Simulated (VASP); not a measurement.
Here is a VASP 6.6.1 calculation.

The input POSCAR:

```
GaN
1.0
    0.0000000000      2.1814839649      2.1814839649
    2.1814839649      0.0000000000      2.1814839649
    2.1814839649      2.1814839649      0.0000000000
Ga N
1 1
Direct
    0.0000000000      0.0000000000      0.0000000000
    0.2500000000      0.2500000000      0.2500000000
```

INCAR.step1

```
SYSTEM = GaN
PREC     = Accurate       ! precision mode
ENCUT    = 520            ! plane-wave cutoff, eV
ISMEAR   = 0              ! smearing method
SIGMA    = 0.01           ! smearing width, eV
LREAL    = .FALSE.        ! projectors in reciprocal space
LASPH    = .TRUE.         ! aspherical terms in the spheres
NELM     = 150            ! most SCF steps
MAGMOM   = 0 0 0 0 0 0    ! initial moments
LSORBIT  = .TRUE.         ! spin-orbit coupling
GGA_COMPAT= .FALSE.      
NBANDS   = 30             ! bands
GGA      = PE             ! functional
ALGO     = Normal         ! electronic algorithm
EDIFF    = 1E-4           ! SCF threshold, eV
LWAVE    = .TRUE.         ! write WAVECAR
LCHARG   = .FALSE.        ! write CHGCAR
```

The input INCAR.step2:

```
SYSTEM = GaN
PREC     = Accurate       ! precision mode
ENCUT    = 520            ! plane-wave cutoff, eV
EDIFF    = 1E-7           ! SCF threshold, eV
ISMEAR   = 0              ! smearing method
SIGMA    = 0.01           ! smearing width, eV
LREAL    = .FALSE.        ! projectors in reciprocal space
LASPH    = .TRUE.         ! aspherical terms in the spheres
NELM     = 150            ! most SCF steps
ALGO     = Normal         ! electronic algorithm
ISIF     = 2              ! what is computed and relaxed
LWAVE    = .FALSE.        ! write WAVECAR
LCHARG   = .TRUE.         ! write CHGCAR
MAGMOM   = 0 0 0 0 0 0    ! initial moments
LORBIT   = 11             ! projections on sites
LSORBIT  = .TRUE.         ! spin-orbit coupling
GGA_COMPAT= .FALSE.      
LORBMOM  = .TRUE.       
METAGGA  = R2SCAN         ! meta-GGA
LMIXTAU  = .TRUE.       
LVHAR    = .TRUE.       
NBANDS   = 30             ! bands
ISTART   = 1
```

KPOINTS

```
regular mesh
0
G
  10 10 10
  0 0 0
```

Potentials or basis: VASP PAW PBE potentials, release 64 (Ga_d, N).

The run is started by

```sh
$ cat potpaw_PBE.64/Ga_d/POTCAR potpaw_PBE.64/N/POTCAR > POTCAR
$ cp INCAR.step1 INCAR
$ mpirun -np 1 vasp_ncl > vasp.out
$ cp INCAR.step2 INCAR
$ mpirun -np 1 vasp_ncl > vasp.out
```

(1) Predict the net moment.

(2) Estimate the pressure.

Results:

(1) 0.00 μB per cell.

(2) 23.2 GPa.

Caveat: the cell differs from its parent crystal (strain -3.0%); the cell stands under pressure; the PAW data sets were made with another functional, which shifts forces and pressure a little.
